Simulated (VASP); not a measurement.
# CdSiAg2Te4 (I-4) in VASP: a series of runs, part 2 of 2

VASP 6.6.1. The steps go on from the part before.

### 4 Single point, r2SCAN (32.57 Å³/atom)

This run uses another cell than the first one, of 32.57 Å³/atom.

Contents of POSCAR:

```
CdSiAg2Te4
1.0
   -3.2318413045      3.2318413045      6.2374962974
    3.2318413045     -3.2318413045      6.2374962974
    3.2318413045      3.2318413045     -6.2374962974
Ag Cd Si Te
2 1 1 4
Direct
    0.0000000000      0.0000000000      0.0000000000
    0.7500000000      0.2500000000      0.5000000000
    0.2500000000      0.7500000000      0.5000000000
    0.5000000000      0.5000000000      0.0000000000
    0.1483411046      0.6099192253      0.9922274374
    0.3900807747      0.3823082121      0.5384218793
    0.6176917879      0.1561136672      0.0077725626
    0.8438863328      0.8516588954      0.4615781207
```

Contents of INCAR.step1:

```
PREC = Accurate
ENCUT = 520
ISMEAR = 0
SIGMA = 0.01
LREAL = False
LASPH = True
NELM = 60
NBANDS = 41
GGA = PE
ALGO = Normal
EDIFF = 1E-4
LWAVE = True
LCHARG = False
```

Contents of INCAR.step2:

```
PREC = Accurate
ENCUT = 520
EDIFF = 1E-6
ISMEAR = 0
SIGMA = 0.01
LREAL = False
LASPH = True
NELM = 60
ALGO = Normal
ISIF = 2
LWAVE = False
LCHARG = False
METAGGA = R2SCAN
LMIXTAU = True
NBANDS = 41
ISTART = 1
```

Contents of KPOINTS:

```
Automatic mesh
0
Gamma
  6 6 6
```

Potentials or basis: VASP PAW PBE potentials, release 64 (Ag, Cd, Si, Te).

Launch:

```
$ cat potpaw_PBE.64/Ag/POTCAR potpaw_PBE.64/Cd/POTCAR potpaw_PBE.64/Si/POTCAR potpaw_PBE.64/Te/POTCAR > POTCAR
$ cp INCAR.step1 INCAR
$ mpirun -np 1 vasp_std > vasp.out
$ cp INCAR.step2 INCAR
$ mpirun -np 1 vasp_std > vasp.out
```

OUTCAR:

```text
PREC = Accurate
   ENCUT = 520
   EDIFF = 1E-6
   ISMEAR = 0
   LREAL = False
   LASPH = True
   NELM = 60
   ISIF = 2
   METAGGA = R2SCAN
   ISTART = 1

 ion  position               nearest neighbor table
   1  0.000  0.000  0.000-   6 2.86   5 2.86   7 2.86   8 2.86
   2  0.750  0.250  0.500-   5 2.80   6 2.80   7 2.80   8 2.80
   3  0.250  0.750  0.500-   7 2.86   6 2.86   8 2.86   5 2.86
   4  0.500  0.500  0.000-   8 2.57   6 2.57   7 2.57   5 2.57
   5  0.148  0.610  0.992-   4 2.57   2 2.80   3 2.86   1 2.86
   6  0.390  0.382  0.538-   4 2.57   2 2.80   3 2.86   1 2.86
   7  0.618  0.156  0.008-   4 2.57   2 2.80   3 2.86   1 2.86
   8  0.844  0.852  0.462-   4 2.57   2 2.80   3 2.86   1 2.86

  LATTYP: Found a body centered tetragonal cell.
 ALAT       =     6.4636826090
 C/A-ratio  =     1.9300131751

  Lattice vectors:

 A1 = (  -3.2318413045,   3.2318413045,   6.2374962974)
 A2 = (   3.2318413045,  -3.2318413045,   6.2374962974)
 A3 = (   3.2318413045,   3.2318413045,  -6.2374962974)

Analysis of symmetry for initial positions (statically):
=====================================================================
 Subroutine PRICEL returns:
 Original cell was already a primitive cell.

 Routine SETGRP: Setting up the symmetry group for a
 body centered tetragonal supercell.

 Subroutine GETGRP returns: Found  4 space group operations
 (whereof  4 operations were pure point group operations)
 out of a pool of 16 trial point group operations.

The static configuration has the point symmetry S_4 .

Analysis of symmetry for dynamics (positions and initial velocities):
=====================================================================
 Subroutine PRICEL returns:
 Original cell was already a primitive cell.

 Routine SETGRP: Setting up the symmetry group for a
 body centered tetragonal supercell.

 Subroutine GETGRP returns: Found  4 space group operations
 (whereof  4 operations were pure point group operations)
 out of a pool of 16 trial point group operations.

The dynamic configuration has the point symmetry S_4 .

 Subroutine INISYM returns: Found  4 space group operations
 (whereof  4 operations are pure point group operations),
 and found     1 'primitive' translations

----------------------------------------------------------------------------------------

                                     Primitive cell

  volume of cell :     260.5976

  direct lattice vectors                    reciprocal lattice vectors
    -3.231841305  3.231841305  6.237496297     0.000000000  0.154710567  0.080160368
     3.231841305 -3.231841305  6.237496297     0.154710567  0.000000000  0.080160368
     3.231841305  3.231841305 -6.237496297     0.154710567  0.154710567  0.000000000

  length of vectors
     7.732784524  7.732784524  7.732784524     0.174244208  0.174244208  0.218793782

  position of ions in fractional coordinates (direct lattice)
[... 45 lines left out ...]

 Following reciprocal coordinates:
            Coordinates               Weight
  0.000000  0.000000  0.000000      1.000000
  0.166667  0.000000  0.000000      8.000000
  0.333333  0.000000  0.000000      8.000000
  0.500000  0.000000 -0.000000      4.000000
  0.166667  0.166667  0.000000      8.000000
  0.333333  0.166667  0.000000      8.000000
[... 16 lines left out ...]
  0.333333 -0.333333  0.166667      4.000000
 -0.166667  0.333333  0.166667      8.000000
 [... further k-points ...]
   k-points           NKPTS =     36   k-points in BZ     NKDIM =     36   number of bands    NBANDS=     41
   number of dos      NEDOS =    301   number of ions     NIONS =      8
   total plane-waves  NPLWV = 216000
   dimension x,y,z NGX =    60 NGY =   60 NGZ =   60
   dimension x,y,z NGXF=   120 NGYF=  120 NGZF=  120
   ions per type =               2   1   1   4
   NGX,Y,Z   is equivalent  to a cutoff of  12.90, 12.90, 12.90 a.u.
   NGXF,Y,Z  is equivalent  to a cutoff of  25.80, 25.80, 25.80 a.u.
 SYSTEM =  unknown system
   PREC   = accura    normal or accurate (medium, high low for compatibility)
   ISTART =      1    job   : 0-new  1-cont  2-samecut
   ICHARG =      0    charge: 1-file 2-atom 10-const
   ISPIN  =      1    spin polarized calculation?
   LNONCOLLINEAR =      F non collinear calculations
   LSORBIT =      F    spin-orbit coupling
   LASPH  =      T    aspherical Exc in radial PAW
   ENCUT  =  520.0 eV  38.22 Ry    6.18 a.u.  14.38 14.38 14.38*2*pi/ulx,y,z
   NELM   =     60;   NELMIN=  2; NELMDL=  0     # of ELM steps
   EDIFF  = 0.1E-05   stopping-criterion for ELM
   LREAL  =      F    real-space projection
   EDIFFG = 0.1E-04   stopping-criterion for IOM
   NSW    =      0    number of steps for IOM
   IBRION =     -1    ionic relax: 0-MD 1-quasi-New 2-CG
   NFREE  =      0    steps in history (QN), initial steepest desc. (CG)
   ISIF   =      2    stress and relaxation
   ISYM   =      2    0-nonsym 1-usesym 2-fastsym
   POTIM  = 0.5000    time-step for ionic-motion
   TEBEG  =    0.0;   TEEND  =   0.0 temperature during run
   PSTRESS=    0.0 pullay stress
   NELECT =      62.0000    total number of electrons
   NUPDOWN=      -1.0000    fix difference up-down
   EMIN   =  10.00;   EMAX   =-10.00  energy-range for DOS
   EFERMI =   0.00;   METHOD = LEGACY
   ISMEAR =     0;   SIGMA  =   0.01  broadening in eV -4-tet -1-fermi 0-gaus
   EFERMI_NEDOS =   21; number of points for ismear=-14 and -15
   IALGO  =     38    algorithm
   IMIX   =      4    mixing-type and parameters
     AMIX     =   0.40;   BMIX     =  1.00
     AMIX_MAG =   1.60;   BMIX_MAG =  1.00
  volume/ion in A,a.u.               =      32.57       219.82
  Fermi-wavevector in a.u.,A,eV,Ry     =   1.014414  1.916965 14.000884  1.029036
  Thomas-Fermi vector in A             =   2.147640
   LORBIT       =      0    0 simple, 1 ext, 2 COOP (PROOUT), +10 PAW based schemes
   METAGGA = R2SCAN    functional components
   LHFCALC =     F    Hartree Fock is set to
   AEXX    =    0.0000 exact exchange contribution
   IVDW    =     0    specifies the selected vdW correction
   LEPSILON=     F    determine dielectric tensor
   LRPA    =     F    only Hartree local field effects (RPA)
 non-spin polarized calculation
 Gauss-broadening in eV      SIGMA  =   0.01
  energy-cutoff  :      520.00
  volume of cell :      260.60
 maximum number of plane-waves:      7035
 NGX is ok and might be reduce to    60
   NGX = 29   NGY = 29   NGZ = 29

 number of electron      62.0000000 magnetization

 Free energy of the ion-electron system (eV)
  ---------------------------------------------------
  ext. energy  EPLUGINS =         0.00000000
  ---------------------------------------------------
  free energy    TOTEN  =      -175.04179936 eV

  energy without entropy =     -175.04179936  energy(sigma->0) =     -175.04179936

 E-fermi :   3.3830     XC(G=0):  -9.1217

 val. band max:        3.3415007292   @ k =   0.0000   0.0000   0.0000
 cond. band min:       4.2181370505   @ k =   0.0000   0.0000   0.0000
 fundamental gap:      0.8766363214
 Fermi energy:         3.3829908603

 k-point     1 :       0.0000    0.0000    0.0000
  band No.  band energies     occupation
      1      -9.0789      2.00000
      2      -7.7383      2.00000
      3      -7.7383      2.00000
      4      -7.7097      2.00000
      5      -5.1945      2.00000
      6      -5.1615      2.00000
[... 1045 lines left out ...]
     40       8.6572      0.00000
     41       8.9283      0.00000

 [... further k-points ...]

------------------------ aborting loop because EDIFF is reached ----------------------------------------

  FORCE on cell =-STRESS in cart. coord.  units (eV):
  Direction    XX          YY          ZZ          XY          YZ          ZX
  --------------------------------------------------------------------------------------
  -------------------------------------------------------------------------------------
  Total       -2.1213120     -2.1213120     -2.1037368     -0.0000004      0.0000000      0.0000000
  in kB      -13.0420178    -13.0420178    -12.9339638     -0.0000025      0.0000000      0.0000000
  external PRESSURE =     -13.0059998 kB  Pullay stress =       0.0000000 kB

 VOLUME and BASIS-vectors are now :
 -----------------------------------------------------------------------------
  energy-cutoff  :      520.00
  volume of cell :      260.60
      direct lattice vectors                 reciprocal lattice vectors
    -3.231841305  3.231841305  6.237496297     0.000000000  0.154710567  0.080160368
     3.231841305 -3.231841305  6.237496297     0.154710567  0.000000000  0.080160368
     3.231841305  3.231841305 -6.237496297     0.154710567  0.154710567  0.000000000

 POSITION                                       TOTAL-FORCE (eV/Angst)
 -----------------------------------------------------------------------------------
      0.00000      0.00000      0.00000        -0.000000     -0.000000      0.000000
     -0.00000      3.23184      3.11875        -0.000000     -0.000000      0.000000
      3.23184     -0.00000      3.11875        -0.000000     -0.000000      0.000000
      0.00000      0.00000      6.23750        -0.000000     -0.000000      0.000000
      4.69847      1.71497     -1.45937        -0.048100      0.038299      0.033748
      1.71497      1.76521      1.45937         0.038299      0.048100     -0.033748
     -1.46663      1.51687      4.77813         0.048100     -0.038299      0.033748
      1.51687      1.46663      7.69687        -0.038299     -0.048100     -0.033748
 -----------------------------------------------------------------------------------
    total drift:                                0.000005      0.000005      0.000004

  FREE ENERGIE OF THE ION-ELECTRON SYSTEM (eV)
  ---------------------------------------------------
  free  energy   TOTEN  =      -175.0417993644 eV

  energy  without entropy=     -175.0417993644  energy(sigma->0) =     -175.04179936
```

It took 36 min on 1 thread of Intel Xeon 8259CL, shared host; peak memory 0.81 GiB.

What came out:

| Quantity | Value |
| --- | --- |
| Free energy | -175.0418 eV |
| Pressure | -1.3 GPa |
| Largest force | 0.070 eV/Å |
| Band gap on the k mesh | 0.88 eV |

Forces on the atoms (eV/Å):
```
Ag   0.000  0.000  0.000
Ag   0.000  0.000  0.000
Cd   0.000  0.000  0.000
Si   0.000  0.000  0.000
Te  -0.048  0.038  0.034
Te   0.038  0.048 -0.034
Te   0.048 -0.038  0.034
Te  -0.038 -0.048 -0.034
```

Levels at points of the mesh, in eV from the valence-band top:
| k point | band 29 | band 30 | band 31 | band 32 | band 33 | band 34 |
| --- | --- | --- | --- | --- | --- | --- |
| (0.00, 0.00, 0.00) | -0.05 | -0.05 | 0.00 | 0.88 | 2.23 | 2.65 |
| (0.50, 0.00, 0.00) | -1.05 | -0.97 | -0.29 | 2.13 | 2.63 | 3.06 |
| (0.50, 0.50, 0.00) | -0.68 | -0.27 | -0.25 | 1.23 | 1.99 | 2.39 |
| (0.50, 0.50, 0.50) | -1.09 | -0.83 | -0.83 | 1.84 | 2.55 | 2.64 |

Caveat: the PAW data sets were made with another functional, which shifts forces and pressure a little; spin-orbit coupling is left out, which moves the levels of the heavy elements.

### 5 The runs side by side

| level | cell | gap on the mesh (eV) | pressure (GPa) | largest force (eV/Å) |
| --- | --- | --- | --- | --- |
| PBE | a = 7.813 Å, angles 130.8, 130.8, 72.1°, 8 atoms, atomic positions A | 0.39 | -1.1 | 0.06 |
| PBE | a = 7.888 Å, angles 130.8, 130.8, 72.1°, 8 atoms, atomic positions A | 0.30 | -2.1 | 0.13 |
| r2SCAN | a = 7.733 Å, angles 130.6, 130.6, 72.5°, 8 atoms, atomic positions B | 0.88 | -1.3 | 0.07 |

Alike in all rows: task single point; potentials or basis VASP PAW PBE potentials, release 64 (Ag, Cd, Si, Te); no spin polarisation; k mesh 6 × 6 × 6; cutoff (eV) 520; smearing gaussian 0.01 eV.

Caveats: spin-orbit coupling is left out, which moves the levels of the heavy elements; semilocal functionals underestimate gaps, and a narrow one can read as zero (at least some runs); the PAW data sets were made with another functional, which shifts forces and pressure a little (at least some runs).

Absolute energies hang on the potentials; compare differences alone.
